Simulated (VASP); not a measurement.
Here is a VASP 6.6.1 calculation.

INCAR

```
PREC = Accurate
ENCUT = 520
EDIFF = 1E-6
ISMEAR = 1
SIGMA = 0.05
LREAL = F
LASPH = T
NELM = 80
ALGO = Normal
ISIF = 2
LWAVE = F
LCHARG = T
GGA = PE
IVDW = 12
LELF = T
LVHAR = T
NBANDS = 16
```

The input KPOINTS:

```
Automatic mesh
0
Gamma
  12 12 4
```

POSCAR

```
BN
1.0
    2.6231482509      0.0000000000      0.0000000000
   -1.3115741254      2.1703573356      0.0000000000
    0.0000000000      0.0000000000      6.5923998870
B N
2 2
Direct
   -0.1037260910      0.0000000000      0.5000000000
    0.4372392715      0.6666666667      0.0000000000
    0.1034051985      0.0000000000      0.0000000000
    0.5631226698      0.3333333333      0.5000000000
```

Potentials or basis: VASP PAW PBE potentials, release 64 (B, N).

Launch:

```bash
$ cat potpaw_PBE.64/B/POTCAR potpaw_PBE.64/N/POTCAR > POTCAR
$ mpirun -np 1 vasp_std > vasp.out
```

Estimate the pressure.

-14.3 GPa.

Predict the band gap on the k mesh.

3.45 eV (least direct gap 3.87 eV).

Forces on the atoms (eV/Å):
```
B    0.024  0.379  0.000
B   -0.016  0.395  0.000
N   -0.030 -0.421  0.000
N    0.022 -0.354  0.000
```

Caveat: the cell differs from its parent crystal (atoms displaced along a vibrational mode, the cell strained); the cell stands under tension. A k mesh can miss the band edges.
